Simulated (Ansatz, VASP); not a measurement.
# BN: VASP beside Ansatz

```xyz
6
Lattice="2.5043 0.0000 0.0000 -1.2522 2.1688 0.0000 0.0000 0.0000 22.0191" Properties=species:S:1:pos:R:3 pbc="T T T"
B     0.0000    1.4459    7.5000
B     1.2522    0.7229   11.0095
B     0.0000    1.4459   14.5191
N     1.2522    0.7229    7.5000
N     0.0000    1.4459   11.0095
N     1.2522    0.7229   14.5191
```

Alike in both runs: task relaxation of the atoms; functional PBEsol; k mesh 12 × 12 × 1; occupations gaussian, width 0.05 eV; no spin polarisation.

|  | VASP | Ansatz |
| --- | --- | --- |
| version | VASP 6.6.1 | Ansatz 0.2.0 |
| potentials or method | VASP PAW PBE potentials, release 64 (B, N), cutoff 520 eV | scalar-relativistic, plane waves, PAW |
| valence electrons in the cell | 24 | 24 |

```csv
,VASP,Ansatz,Ansatz less VASP
"gap on the k mesh at the Fermi level, each at its own relaxed structure (eV)",4.35,4.36,+0.012
```

VASP's potentials were made for PBE, not for PBEsol. Ansatz's warnings: xc potential rough in thin density.
